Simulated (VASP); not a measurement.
# Ti3C2: single point with LDA

Crystal: Ti3C2.

```
CELL_PARAMETERS angstrom
3.01520 0.00000 0.00000
-1.50760 2.61124 0.00000
0.00000 0.00000 14.77795
ATOMIC_POSITIONS crystal
Ti 0.33333 0.66667 0.84222
Ti 0.66667 0.33333 0.34222
Ti 0.66667 0.33333 0.15778
Ti 0.33333 0.66667 0.65778
Ti 0.00000 0.00000 0.00000
Ti 0.00000 0.00000 0.50000
C 0.66667 0.33333 0.91375
C 0.33333 0.66667 0.41375
C 0.66667 0.33333 0.58625
C 0.33333 0.66667 0.08625
```

| Property | Result |
| --- | --- |
| Program | VASP 6.6.1 |
| Task | single point |
| Functional | LDA |
| Potentials or basis | VASP PAW LDA potentials, release 64 (Ti_sv, C) |
| Cutoff | 520 eV |
| k mesh | 8 × 8 × 2 |
| Occupations | fermi-dirac, width 0.3 eV |
| Spin | no spin polarisation |

| Property | Result |
| --- | --- |
| Pressure | 2.2 GPa |
| Largest force | 0.025 eV/Å |
| Band gap on the k mesh | zero (bands 44 and 45 overlap by 0.36 eV) |

Forces in eV/Å, atoms in the order of the input:
```
Ti   0.000  0.000 -0.025
Ti   0.000  0.000 -0.025
Ti   0.000  0.000  0.025
Ti   0.000  0.000  0.025
Ti   0.000  0.000  0.000
Ti   0.000  0.000  0.000
C    0.000  0.000  0.001
C    0.000  0.000  0.001
C    0.000  0.000 -0.001
C    0.000  0.000 -0.001
```

Stress tensor (GPa, compression positive):
```
2.21 0.00 0.00
0.00 2.21 0.00
0.00 0.00 2.28
```

Levels at points of the mesh, in eV from the Fermi level:
```tsv
k point	band 41	band 42	band 43	band 44	band 45	band 46	band 47	band 48
(0.00, 0.00, 0.00)	-1.62	-1.50	0.31	0.51	0.51	0.67	0.68	0.68
(0.50, 0.00, 0.00)	-1.66	-1.63	-1.04	-1.01	0.50	0.81	2.12	2.28
(0.00, 0.00, 0.50)	-1.62	-1.62	0.49	0.49	0.58	0.58	0.58	0.58
(0.50, 0.00, 0.50)	-1.75	-1.75	-1.02	-1.02	0.65	0.65	2.25	2.25
```

Wall time 88 s on 1 thread of Intel(R) Xeon(R) 6975P-C (Granite Rapids) (shared host), peak memory 0.24 GiB.

Caveat: so wide a smearing shifts energies and pressures.
